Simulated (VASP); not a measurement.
Input of a VASP 6.6.1 run:

Contents of INCAR:

```
  ALGO = Normal
  EDIFF = 1E-7
  ENCUT = 520
  GGA = PS
  ISIF = 2
  ISMEAR = 0
  LASPH = T
  LCHARG = T
  LELF = T
  LREAL = F
  LVHAR = T
  LWAVE = F
  NBANDS = 14
  NELM = 80
  PREC = Accurate
  SIGMA = 0.15
```

File KPOINTS:

```
k-points
0
Gamma
  14 14 14
```

POSCAR

```
HfN
1.0
    0.0000224730      2.2508990543      2.2508667536
    2.2509034076      0.0000002417      2.2508889849
    2.2508892945      2.2509071725      0.0000143548
Hf N
1 1
Direct
    0.0000002903      0.0000002083     -0.0000002958
    0.4999997097      0.4999997917      0.5000002958
```

Potentials or basis: VASP PAW PBE potentials, release 64 (Hf_pv, N).

Run with:

```bash
$ cat potpaw_PBE.64/Hf_pv/POTCAR potpaw_PBE.64/N/POTCAR > POTCAR
$ mpirun -np 1 vasp_std > vasp.out
```

(1) What does it give for the band gap on the k mesh?

(2) Estimate the pressure.

Answers

(1) zero (an odd number of electrons rules out a gap without spin polarisation).

(2) -2.2 GPa.

Caveat: the PAW data sets were made with another functional, which shifts forces and pressure a little; spin-orbit coupling is left out, which moves the levels of the heavy elements.
